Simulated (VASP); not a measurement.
Crystal: HfB.

```xyz
2
Lattice="0.0000 2.3100 2.3100 2.3100 0.0000 2.3100 2.3100 2.3100 0.0000" Properties=species:S:1:pos:R:3 pbc="T T T"
Hf    2.3100    2.3100    2.3100
B     0.0000    0.0000    0.0000
```

Program: VASP 6.6.1. Alike in all runs: task single point; potentials or basis VASP PAW PBE potentials, release 64 (Hf_pv, B); cell as given; k mesh 11 × 11 × 11; cutoff (eV) 520; smearing fermi-dirac 0.05 eV.

Q: Order these runs on this cell by their pressure, lowest first.
A. level PBE; spin collinear, zero start; fixed moment (μB) 0.0
B. level PBE; spin collinear, ferromagnetic start; fixed moment (μB) 1.2
C. level RPBE; spin collinear, ferromagnetic start; fixed moment (μB) 1.2
D. level PBE; spin collinear, ferromagnetic start; fixed moment (μB) 0.8

A: A (30.6 GPa), D (32.7 GPa), B (35.7 GPa), C (39.6 GPa).

Caveats: the total moment is fixed, so each spin has its own Fermi level; the PAW data sets were made with another functional, which shifts forces and pressure a little (some runs).
